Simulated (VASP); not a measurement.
# Zr2O3 (Pn-3m) in VASP: notebook, part 2 of 3

VASP 6.6.1. The steps go on from the part before.

## Step 3: Single point, PBE

File INCAR:

```
ALGO = Normal ; EDIFF = 1E-6
ENCUT = 520 ; GGA = PE
ISIF = 2 ; ISMEAR = -1
LASPH = True ; LCHARG = False
LREAL = False ; LWAVE = False
NBANDS = 53 ; NELM = 100
PREC = Accurate ; SIGMA = 0.06122561905347299
```

File KPOINTS:

```
k-points
0
Gamma
  11 11 11
```

File POSCAR:

```
Zr2O3
1.0
    4.9659413511      0.0000000000      0.0000000000
    0.0000000000      4.9659413511      0.0000000000
    0.0000000000      0.0000000000      4.9659413511
Zr O
4 6
Direct
    0.2500000000      0.2500000000      0.2500000000
    0.7500000000      0.7500000000      0.2500000000
    0.7500000000      0.2500000000      0.7500000000
    0.2500000000      0.7500000000      0.7500000000
    0.5000000000      0.0000000000      0.0000000000
    0.0000000000      0.5000000000      0.0000000000
    0.0000000000      0.0000000000      0.5000000000
    0.5000000000      0.5000000000      0.0000000000
    0.5000000000      0.0000000000      0.5000000000
    0.0000000000      0.5000000000      0.5000000000
```

Potentials or basis: VASP PAW PBE potentials, release 64 (Zr_sv, O).

Run with:

```sh
cat potpaw_PBE.64/Zr_sv/POTCAR potpaw_PBE.64/O/POTCAR > POTCAR
mpirun -np 1 vasp_std > vasp.out
```

OUTCAR:

```text
EDIFF = 1E-6
   ENCUT = 520
   GGA = PE
   ISIF = 2
   ISMEAR = -1
   LASPH = True
   LREAL = False
   NELM = 100
   PREC = Accurate

 ion  position               nearest neighbor table
   1  0.250  0.250  0.250-   5 2.15   6 2.15   7 2.15   8 2.15   9 2.15  10 2.15   2 3.51   3 3.51
                             4 3.51   3 3.51   4 3.51   2 3.51   4 3.51   4 3.51   2 3.51   3 3.51
   2  0.750  0.750  0.250-   5 2.15   6 2.15   7 2.15   8 2.15   9 2.15  10 2.15   1 3.51   3 3.51
                             4 3.51   3 3.51   4 3.51   1 3.51   3 3.51   3 3.51   1 3.51   4 3.51
   3  0.750  0.250  0.750-   5 2.15   6 2.15   7 2.15   8 2.15   9 2.15  10 2.15   1 3.51   2 3.51
                             4 3.51   1 3.51   2 3.51   2 3.51   4 3.51   2 3.51   1 3.51   4 3.51
   4  0.250  0.750  0.750-   5 2.15   6 2.15   7 2.15   8 2.15   9 2.15  10 2.15   1 3.51   2 3.51
                             3 3.51   1 3.51   2 3.51   1 3.51   3 3.51   1 3.51   2 3.51   3 3.51
   5  0.500  0.000  0.000-   1 2.15   2 2.15   3 2.15   4 2.15
   6  0.000  0.500  0.000-   1 2.15   2 2.15   3 2.15   4 2.15
   7  0.000  0.000  0.500-   1 2.15   2 2.15   3 2.15   4 2.15
   8  0.500  0.500  0.000-   1 2.15   2 2.15   3 2.15   4 2.15
   9  0.500  0.000  0.500-   1 2.15   2 2.15   3 2.15   4 2.15
  10  0.000  0.500  0.500-   1 2.15   2 2.15   3 2.15   4 2.15

  LATTYP: Found a simple cubic cell.
 ALAT       =     4.9659413511

  Lattice vectors:

 A1 = (   4.9659413511,   0.0000000000,   0.0000000000)
 A2 = (   0.0000000000,   4.9659413511,   0.0000000000)
 A3 = (   0.0000000000,   0.0000000000,   4.9659413511)

Analysis of symmetry for initial positions (statically):
=====================================================================
 Subroutine PRICEL returns:
 Original cell was already a primitive cell.

 Routine SETGRP: Setting up the symmetry group for a
 simple cubic supercell.

 Subroutine GETGRP returns: Found 48 space group operations
 (whereof 24 operations were pure point group operations)
 out of a pool of 48 trial point group operations.

The static configuration has the point symmetry T_d .
 The point group associated with its full space group is O_h .

Analysis of symmetry for dynamics (positions and initial velocities):
=====================================================================
 Subroutine PRICEL returns:
 Original cell was already a primitive cell.

 Routine SETGRP: Setting up the symmetry group for a
 simple cubic supercell.

 Subroutine GETGRP returns: Found 48 space group operations
 (whereof 24 operations were pure point group operations)
 out of a pool of 48 trial point group operations.

The dynamic configuration has the point symmetry T_d .
 The point group associated with its full space group is O_h .

 Subroutine INISYM returns: Found 48 space group operations
 (whereof 24 operations are pure point group operations),
 and found     1 'primitive' translations

----------------------------------------------------------------------------------------

                                     Primitive cell

  volume of cell :     122.4630

  direct lattice vectors                    reciprocal lattice vectors
     4.965941351  0.000000000  0.000000000     0.201371690  0.000000000  0.000000000
     0.000000000  4.965941351  0.000000000     0.000000000  0.201371690  0.000000000
     0.000000000  0.000000000  4.965941351     0.000000000  0.000000000  0.201371690

[... 61 lines left out ...]
  0.454545  0.000000  0.000000      6.000000
[... 16 lines left out ...]
  0.181818  0.090909  0.090909     24.000000
  0.272727  0.090909  0.090909     24.000000
 [... further k-points ...]
   k-points           NKPTS =     56   k-points in BZ     NKDIM =     56   number of bands    NBANDS=     53
   number of dos      NEDOS =    301   number of ions     NIONS =     10
   total plane-waves  NPLWV =  64000
   dimension x,y,z NGX =    40 NGY =   40 NGZ =   40
   dimension x,y,z NGXF=    80 NGYF=   80 NGZF=   80
   ions per type =               4   6
   NGX,Y,Z   is equivalent  to a cutoff of  13.39, 13.39, 13.39 a.u.
   NGXF,Y,Z  is equivalent  to a cutoff of  26.78, 26.78, 26.78 a.u.
 SYSTEM =  unknown system
   PREC   = accura    normal or accurate (medium, high low for compatibility)
   ISTART =      0    job   : 0-new  1-cont  2-samecut
   ICHARG =      2    charge: 1-file 2-atom 10-const
   ISPIN  =      1    spin polarized calculation?
   LNONCOLLINEAR =      F non collinear calculations
   LSORBIT =      F    spin-orbit coupling
   LASPH  =      T    aspherical Exc in radial PAW
   ENCUT  =  520.0 eV  38.22 Ry    6.18 a.u.   9.23  9.23  9.23*2*pi/ulx,y,z
   NELM   =    100;   NELMIN=  2; NELMDL= -5     # of ELM steps
   EDIFF  = 0.1E-05   stopping-criterion for ELM
   LREAL  =      F    real-space projection
   EDIFFG = 0.1E-04   stopping-criterion for IOM
   NSW    =      0    number of steps for IOM
   IBRION =     -1    ionic relax: 0-MD 1-quasi-New 2-CG
   NFREE  =      0    steps in history (QN), initial steepest desc. (CG)
   ISIF   =      2    stress and relaxation
   ISYM   =      2    0-nonsym 1-usesym 2-fastsym
   POTIM  = 0.5000    time-step for ionic-motion
   TEBEG  =    0.0;   TEEND  =   0.0 temperature during run
   PSTRESS=    0.0 pullay stress
   NELECT =      84.0000    total number of electrons
   NUPDOWN=      -1.0000    fix difference up-down
   EMIN   =  10.00;   EMAX   =-10.00  energy-range for DOS
   EFERMI =   0.00;   METHOD = LEGACY
   ISMEAR =    -1;   SIGMA  =   0.06  broadening in eV -4-tet -1-fermi 0-gaus
   EFERMI_NEDOS =   21; number of points for ismear=-14 and -15
   IALGO  =     38    algorithm
   IMIX   =      4    mixing-type and parameters
     AMIX     =   0.40;   BMIX     =  1.00
     AMIX_MAG =   1.60;   BMIX_MAG =  1.00
  volume/ion in A,a.u.               =      12.25        82.64
  Fermi-wavevector in a.u.,A,eV,Ry     =   1.443776  2.728340 28.361178  2.084488
  Thomas-Fermi vector in A             =   2.562145
   LORBIT       =      0    0 simple, 1 ext, 2 COOP (PROOUT), +10 PAW based schemes
   GGA     = PE    functional components
   LHFCALC =     F    Hartree Fock is set to
   AEXX    =    0.0000 exact exchange contribution
   IVDW    =     0    specifies the selected vdW correction
   LEPSILON=     F    determine dielectric tensor
   LRPA    =     F    only Hartree local field effects (RPA)
 non-spin polarized calculation
  energy-cutoff  :      520.00
  volume of cell :      122.46
 maximum number of plane-waves:      3320
 NGX is ok and might be reduce to    40
   NGX = 19   NGY = 19   NGZ = 19

 number of electron      83.9999977 magnetization

 Free energy of the ion-electron system (eV)
  ---------------------------------------------------
  ext. energy  EPLUGINS =         0.00000000
  ---------------------------------------------------
  free energy    TOTEN  =       -93.23329762 eV

  energy without entropy =      -93.21925711  energy(sigma->0) =      -93.22627737

 E-fermi :  10.3537     XC(G=0): -11.6138

 val. band max:       10.3350282230   @ k =   0.0909   0.0909   0.0909
 cond. band min:      10.3736831219   @ k =   0.4545   0.3636   0.3636
 fundamental gap:      0.0386548989
 Fermi energy:        10.3536826734

 k-point     1 :       0.0000    0.0000    0.0000
  band No.  band energies     occupation
      1     -40.3138      2.00000
      2     -40.2286      2.00000
      3     -40.2286      2.00000
      4     -40.2286      2.00000
      5     -19.2719      2.00000
      6     -19.2719      2.00000
[... 1333 lines left out ...]
     52      13.1998      0.00000
     53      14.1627      0.00000

 [... further k-points ...]
[... 5 lines left out ...]
  --------------------------------------------------------------------------------------
  -------------------------------------------------------------------------------------
  Total       10.8742162     10.8742162     10.8742162      0.0000000      0.0000000      0.0000000
  in kB      142.2668740    142.2668740    142.2668740      0.0000000      0.0000000      0.0000000
  external PRESSURE =     142.2668740 kB  Pullay stress =       0.0000000 kB

 VOLUME and BASIS-vectors are now :
 -----------------------------------------------------------------------------
  energy-cutoff  :      520.00
  volume of cell :      122.46
      direct lattice vectors                 reciprocal lattice vectors
     4.965941351  0.000000000  0.000000000     0.201371690  0.000000000  0.000000000
     0.000000000  4.965941351  0.000000000     0.000000000  0.201371690  0.000000000
     0.000000000  0.000000000  4.965941351     0.000000000  0.000000000  0.201371690

 POSITION                                       TOTAL-FORCE (eV/Angst)
 -----------------------------------------------------------------------------------
      1.24149      1.24149      1.24149        -0.000000      0.000000     -0.000000
      3.72446      3.72446      1.24149         0.000000     -0.000000      0.000000
      3.72446      1.24149      3.72446        -0.000000      0.000000      0.000000
      1.24149      3.72446      3.72446         0.000000      0.000000      0.000000
      2.48297      0.00000      0.00000        -0.000000     -0.000000      0.000000
      0.00000      2.48297      0.00000        -0.000000     -0.000000      0.000000
      0.00000      0.00000      2.48297        -0.000000     -0.000000      0.000000
      2.48297      2.48297      0.00000         0.000000     -0.000000      0.000000
      2.48297      0.00000      2.48297         0.000000     -0.000000     -0.000000
      0.00000      2.48297      2.48297        -0.000000      0.000000     -0.000000
 -----------------------------------------------------------------------------------
    total drift:                               -0.000000      0.000000     -0.000000

  FREE ENERGIE OF THE ION-ELECTRON SYSTEM (eV)
  ---------------------------------------------------
  free  energy   TOTEN  =       -93.2332976238 eV

  energy  without entropy=      -93.2192571079  energy(sigma->0) =      -93.22627737
```

Wall time 4.5 min (1 thread of Intel Xeon Platinum 8124M at 3.00GHz (Skylake/Cascade Lake), shared host); peak memory 0.4 GiB.

What came out:

```
Free energy            : -93.2333 eV
Pressure               : 14.2 GPa
Band gap on the k mesh : zero (bands 42 and 43 overlap by 0.46 eV)
```

Caveat: the cell stands under pressure.

## Step 4: Single point, PBE

This run uses another cell than the first one, of 13.03 Å³/atom.

File INCAR:

```
SYSTEM = Zr2O3
PREC = Accurate ; ENCUT = 520
EDIFF = 1E-6 ; ISMEAR = -1
SIGMA = 0.06122561905347299 ; LREAL = .FALSE.
LASPH = .TRUE. ; NELM = 60
ALGO = Normal ; ISIF = 2
LWAVE = .FALSE. ; LCHARG = .FALSE.
GGA = PE ; NBANDS = 53
```

File KPOINTS:

```
regular mesh
0
G
  11 11 11
  0 0 0
```

POSCAR, as its differences from that of step 3:

```diff
@@ -2,5 +2,5 @@
 1.0
-    4.9659413511      0.0000000000      0.0000000000
-    0.0000000000      4.9659413511      0.0000000000
-    0.0000000000      0.0000000000      4.9659413511
+    5.0694281053      0.0000000000      0.0000000000
+    0.0000000000      5.0694281053      0.0000000000
+    0.0000000000      0.0000000000      5.0694281053
 Zr O
```

Run with:

```sh
cat potpaw_PBE.64/Zr_sv/POTCAR potpaw_PBE.64/O/POTCAR > POTCAR
mpirun -np 1 vasp_std > vasp.out
```

Wall time 2.6 min (1 thread of Intel Xeon 6975P-C (Granite Rapids), shared host); peak memory 0.41 GiB.

The run converged. Its results:

* Free energy: -93.5791 eV
* Pressure: 0.2 GPa
* Band gap on the k mesh: zero (bands 42 and 43 overlap by 0.40 eV)

Levels at points of the mesh, in eV from the Fermi level:
| k point | band 38 | band 39 | band 40 | band 41 | band 42 | band 43 | band 44 | band 45 | band 46 | band 47 |
| --- | --- | --- | --- | --- | --- | --- | --- | --- | --- | --- |
| (0.00, 0.00, 0.00) | -3.61 | -3.47 | -3.47 | -3.47 | -0.15 | -0.15 | -0.15 | 0.62 | 0.62 | 1.51 |

(Continued in part 3 of 3.)

The gap in the log of VASP goes by the Fermi energy; the results here count the filled bands.